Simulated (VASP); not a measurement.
C (a cell with a defect): single point with PBEsol

The system is C (a cell with a defect).

```xyz
63
Lattice="7.1400 0.0000 0.0000 0.0000 7.1400 0.0000 0.0000 0.0000 7.1400" Properties=species:S:1:pos:R:3 pbc="T T T"
C     4.3426    0.7881    0.8676
C     5.3158    1.7492   -0.0289
C     6.2297    2.6601    0.8887
C     5.2971   -0.0427    1.7531
C     6.2190    0.8852    2.6546
C    -0.0007    0.0027    0.0072
C     0.8873    0.8902    0.8955
C     1.7878    1.7852    0.0052
C     2.6648    2.6775    0.8905
C     3.5712    3.5709    0.0068
C     4.4587    4.4587    0.8940
C     5.3532    5.3579    0.0027
C     6.2425    6.2397    0.8886
C     1.7846    0.0074    1.8027
C     2.6548    0.8901    2.6994
C     3.5200    1.7303    1.7536
C     4.4537    2.6473    2.6527
C     5.3461    3.5538    1.7764
C     6.2457    4.4504    2.6750
C     3.5669   -0.0019    3.5813
C     4.4578    0.8877    4.4629
C     5.3426    1.7721    3.5553
C     6.2432    2.6720    4.4515
C     5.3555    0.0031    5.3614
C     6.2454    0.8885    6.2471
C     0.0023    3.5720   -0.0016
C     0.8982    4.4702    0.9048
C     1.8295    5.4002    0.0116
C     2.6553    6.2275    1.0006
C    -0.0160    1.7775    1.7780
C     0.8803    2.6767    2.6770
C     1.7804    3.5716    1.7887
C     2.6675    4.4522    2.6911
C     3.5774    5.3577    1.8011
C     4.4597    6.2292    2.6970
C    -0.0110   -0.0012    3.5629
C     0.8793    0.9061    4.4576
C     1.7742    1.7914    3.5791
C     2.6673    2.6918    4.4565
C     3.5694    3.5562    3.5600
C     4.4777    4.4449    4.4510
C     5.3618    5.3447    3.5756
C     6.2639    6.2358    4.4548
C     1.8072    0.0085    5.3796
C     2.6053    0.9999    6.1740
C     3.5759    1.7867    5.3636
C     4.4599    2.6788    6.2459
C     5.3600    3.5670    5.3504
C     6.2650    4.4528    6.2350
C    -0.0018    5.3524    1.7874
C     0.8808    6.2368    2.6917
C    -0.0012    3.5690    3.5708
C     0.8969    4.4659    4.4677
C     1.7879    5.3578    3.5826
C     2.6866    6.2556    4.4765
C    -0.0032    1.7879    5.3524
C     0.8837    2.6928    6.2361
C     1.7923    3.5840    5.3633
C     2.6937    4.4778    6.2634
C     3.5790    5.3700    5.3722
C     4.5750    6.1596    6.1576
C     0.0159    5.3623    5.3633
C     0.9089    6.2646    6.2649
```

| Property | Result |
| --- | --- |
| Program | VASP 6.6.1 |
| Task | single point |
| Functional | PBEsol |
| Potentials or basis | VASP PAW PBE potentials, release 64 (C) |
| Cutoff | 520 eV |
| k mesh | 2 × 2 × 2 |
| Occupations | fermi-dirac, width 0.05 eV |
| Spin | collinear spin, zero start |
| Dipole correction | no |
| Charge | 1 |
| Further INCAR settings | LREAL = Auto; ALGO = Normal; EDIFF = 1e-06; NBANDS = 167; NELECT = 251.0 |

* Largest force: 3.225 eV/Å
* Net moment: 0.00 μB per cell
* Valence electrons inside the program's atomic spheres: C 2.37, 2.50, 2.53, 2.54, 2.56, 2.55, 2.57, 2.47, 2.51 (each value once)

Forces on the atoms (eV/Å):
```
C    2.368  2.076  0.697
C   -0.503 -0.510  0.515
C   -0.001  0.009  0.019
C    0.173  0.251  0.076
C    0.147  0.020  0.153
C   -0.039 -0.020 -0.030
C    0.004 -0.026 -0.065
C    0.019 -0.110 -0.025
C    0.078 -0.034 -0.020
C   -0.018 -0.038 -0.031
C   -0.013 -0.004 -0.057
C   -0.077  0.001 -0.025
C   -0.003  0.031 -0.007
C    0.108  0.016 -0.229
C    0.153 -0.041 -0.103
C    0.279  0.246  0.144
C    0.028  0.184  0.178
C   -0.009 -0.001  0.027
C   -0.026  0.011 -0.007
C   -0.006 -0.009 -0.050
C   -0.019 -0.022 -0.006
C    0.009  0.019  0.028
C   -0.022 -0.011  0.031
C   -0.062 -0.048 -0.015
C   -0.033 -0.054 -0.004
C   -0.120 -0.120  0.042
C   -0.127 -0.136 -0.035
C   -0.155 -0.163 -0.029
C   -0.657 -0.681 -0.115
C   -0.012 -0.008  0.020
C    0.006 -0.024 -0.013
C   -0.008 -0.045 -0.014
C   -0.022 -0.002 -0.019
C    0.008  0.083 -0.213
C   -0.045  0.104 -0.076
C    0.020  0.005 -0.014
C   -0.061 -0.045 -0.044
C   -0.005 -0.026 -0.071
C   -0.036 -0.010 -0.016
C   -0.010  0.045  0.017
C   -0.053 -0.025 -0.003
C   -0.034 -0.005 -0.060
C   -0.024 -0.026 -0.009
C   -0.109 -0.059 -0.103
C   -0.276 -0.034 -0.210
C   -0.055 -0.084 -0.013
C   -0.064 -0.041  0.004
C   -0.044 -0.092  0.044
C   -0.039 -0.024  0.020
C   -0.037 -0.005 -0.013
C    0.003 -0.010 -0.025
C   -0.016 -0.014 -0.004
C   -0.015 -0.002  0.009
C   -0.021 -0.015 -0.045
C   -0.040 -0.038 -0.052
C   -0.093 -0.033  0.042
C   -0.032 -0.025  0.019
C   -0.037 -0.035 -0.010
C   -0.056 -0.072 -0.040
C   -0.066 -0.067 -0.060
C   -0.083 -0.105 -0.045
C   -0.036 -0.037 -0.014
C   -0.083 -0.061 -0.048
```

Levels at points of the mesh, in eV from the Fermi level:
Spin up:
```
           k point  band 121  band 122  band 123  band 124  band 125  band 126  band 127  band 128  band 129  band 130
(0.00, 0.00, 0.00)     -3.49     -3.36     -1.52     -1.50     -1.40      0.55      0.64      0.89      3.52      3.57
(0.50, 0.00, 0.00)     -2.86     -2.69     -2.60     -2.54     -1.86      0.09      0.18      0.53      3.35      3.39
(0.00, 0.50, 0.00)     -2.86     -2.69     -2.61     -2.54     -1.86      0.08      0.18      0.56      3.34      3.39
(0.00, 0.00, 0.50)     -2.86     -2.69     -2.63     -2.57     -1.85     -0.06      0.28      0.61      3.29      3.38
(0.50, 0.50, 0.00)     -2.71     -2.42     -2.33     -1.65     -1.62     -0.33      0.47      0.76      4.69      4.72
(0.00, 0.50, 0.50)     -2.77     -2.41     -2.33     -1.63     -1.58     -0.11      0.38      0.66      4.70      4.73
(0.50, 0.00, 0.50)     -2.76     -2.41     -2.33     -1.63     -1.59     -0.14      0.38      0.69      4.70      4.73
(0.50, 0.50, 0.50)     -2.52     -2.51     -2.50     -2.50     -2.45      0.32      0.43      0.73      4.95      4.99
```
Spin down:
```csv
k point,band 122,band 123,band 124,band 125,band 126,band 127,band 128,band 129
"(0.00, 0.00, 0.00)",-3.36,-1.52,-1.50,-1.40,0.55,0.64,0.89,3.52
"(0.50, 0.00, 0.00)",-2.69,-2.60,-2.54,-1.86,0.09,0.18,0.53,3.35
"(0.00, 0.50, 0.00)",-2.69,-2.61,-2.54,-1.86,0.08,0.18,0.56,3.34
"(0.00, 0.00, 0.50)",-2.69,-2.63,-2.57,-1.85,-0.06,0.28,0.61,3.29
"(0.50, 0.50, 0.00)",-2.42,-2.33,-1.65,-1.62,-0.33,0.47,0.76,4.69
"(0.00, 0.50, 0.50)",-2.41,-2.33,-1.63,-1.58,-0.11,0.38,0.66,4.70
"(0.50, 0.00, 0.50)",-2.41,-2.33,-1.63,-1.59,-0.14,0.38,0.69,4.70
"(0.50, 0.50, 0.50)",-2.51,-2.50,-2.50,-2.45,0.32,0.43,0.73,4.95
```

It took 11 min on 4 MPI ranks on Oxide Virtual Turin-like Processor, with other jobs on the host, peak memory 0.5 GiB a rank.

Caveat: the k points lie up to 0.44 Å⁻¹ apart; the cell carries a net charge on a neutralising background, which shifts energy and pressure; the cell is charged against a uniform background, so pressure and absolute levels hang on convention; no moment was typed at the start, so none could form; the PAW data sets were made with another functional, which shifts forces and pressure a little.
